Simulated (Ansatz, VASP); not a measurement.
**Os in VASP and in Ansatz**

File INCAR:

```
SYSTEM = Os
ALGO = Normal
EDIFF = 1E-6
ENCUT = 520
GGA = PS
ISIF = 2
ISMEAR = -1
LASPH = .True.
LCHARG = .True.
LELF = .True.
LREAL = .False.
LVHAR = .True.
LWAVE = .False.
NBANDS = 19
NELM = 80
PREC = Accurate
SIGMA = 0.1
```

The input KPOINTS:

```
k-points
0
Gamma
  10 10 13
  0 0 0
```

File POSCAR:

```
Os
1.0
    4.3417534564      0.0000000000      0.0000000000
   -2.1708767282      3.7600687902      0.0000000000
    0.0000000000      0.0000000000      2.7285519463
Os
3
Direct
    0.0000000000      0.0000000000      1.0000000000
    0.3333333333      0.6666666667      0.5000000000
    0.6666666667      0.3333333333      0.5000000000
```

Input for Ansatz:

```yaml
crystal:
  lattice:
    - [4.3417534564, 0.0, 0.0]
    - [-2.1708767282, 3.7600687902, 0.0]
    - [0.0, 0.0, 2.7285519463]
  atoms:
    - { symbol: Os, position: [0.0, 0.0, 1.0] }
    - { symbol: Os, position: [0.3333333333, 0.6666666667, 0.5] }
    - { symbol: Os, position: [0.6666666667, 0.3333333333, 0.5] }
hamiltonian:
  xc: pbesol
  pseudopotentials:
    kind: paw
    azcp:
      Os: "pseudopotentials/Os.paw.azcp"
basis:
  ecutwfc: 420
  fft_grid_basis: typed
kpoints:
  mp_grid: { grid: [10, 10, 13], shift: [0, 0, 0] }
magnetization:
  spin_polarized: false
scf:
  occupations: { method: fermi_dirac, width: 0.1 }
  lower_state_search: "off"
output:
  stress: true
```

Alike in both runs: task single point; functional PBEsol; k mesh 10 × 10 × 13; occupations fermi-dirac, width 0.1 eV; no spin polarisation.

|  | VASP | Ansatz |
| --- | --- | --- |
| version | VASP 6.6.1 | Ansatz 0.2.0 |
| potentials or method | VASP PAW PBE potentials, release 64 (Os), cutoff 520 eV | plane waves (420 eV) with PAW, scalar-relativistic |
| valence electrons in the cell | 24 | 48 |

|  | VASP | Ansatz | Ansatz less VASP |
| --- | --- | --- | --- |
| pressure (GPa) | -14.5 | -14.5 | +0.03 |
| traceless stress, the component that is largest in VASP (GPa) | 1.99 | 1.86 | -0.125 |

VASP's potentials were made for PBE, not for PBEsol, and Ansatz warns of the same on its side. VASP's potentials hold 24 valence electrons a cell and Ansatz's 48, so a difference there can come from the potentials and not from the codes.

Neither program's run includes spin-orbit coupling.
